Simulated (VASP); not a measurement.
InSe: single point with r2SCAN

The system is InSe.

```xyz
4
Lattice="5.8791 -2.0549 0.0681 5.8791 2.0549 0.0681 -1.6833 0.0000 4.3859" Properties=species:S:1:pos:R:3 pbc="T T T"
In   -0.2936    0.0000    4.2484
In   10.3685    0.0000    0.2738
Se    3.4374    0.0000    1.5859
Se    6.6375    0.0000    2.9363
```

```
Program                : VASP 6.6.1
Task                   : single point
Functional             : r2SCAN
Potentials or basis    : VASP PAW PBE potentials, release 64 (In_d, Se)
Cutoff                 : 520 eV
k mesh                 : 4 × 4 × 4
Occupations            : gaussian, width 0.01 eV
Spin                   : no spin polarisation
Dipole correction      : no
Further INCAR settings : ALGO = Normal; EDIFF = 1e-07; NBANDS = 27
```

- Pressure: 1.0 GPa
- Largest force: 0.010 eV/Å
- Band gap on the k mesh: 1.56 eV, indirect (least direct gap 1.61 eV)

Forces in eV/Å, atoms in the order of the input:
```
In   0.010  0.000  0.001
In  -0.010  0.000 -0.001
Se   0.000  0.000 -0.006
Se   0.000  0.000  0.006
```

Stress tensor (GPa, compression positive):
```
 0.82  0.00 -0.04
 0.00  1.18  0.00
-0.04  0.00  0.87
```

Levels at points of the mesh, in eV from the valence-band top:
| k point | band 16 | band 17 | band 18 | band 19 | band 20 | band 21 | band 22 | band 23 |
| --- | --- | --- | --- | --- | --- | --- | --- | --- |
| (0.00, 0.00, 0.00) | -2.33 | -2.11 | -1.50 | -1.21 | 3.21 | 3.84 | 4.51 | 5.53 |
| (0.50, 0.00, 0.00) | -1.98 | -1.58 | -1.25 | -1.10 | 2.21 | 3.01 | 3.99 | 4.21 |
| (0.50, 0.50, 0.00) | -2.28 | -1.03 | -0.67 | -0.07 | 1.75 | 3.29 | 3.50 | 4.86 |
| (0.00, 0.00, 0.50) | -1.71 | -1.42 | -1.06 | -0.05 | 1.56 | 2.83 | 4.15 | 4.20 |
| (0.50, 0.00, 0.50) | -3.08 | -2.29 | -2.21 | -1.50 | 2.74 | 3.75 | 4.62 | 5.26 |
| (0.50, 0.50, 0.50) | -1.52 | -1.35 | -0.85 | -0.24 | 2.68 | 3.69 | 3.76 | 4.82 |

Run time: 7.8 min on 1 thread of Intel(R) Xeon(R) Platinum 8488C (Sapphire Rapids), with other jobs on the host, peak memory 0.33 GiB.

Caveat: the PAW data sets were made with another functional, which shifts forces and pressure a little; spin-orbit coupling is left out, which moves the levels of the heavy elements. r2SCAN opens gaps a little over a GGA but as a rule still falls short of measured ones.
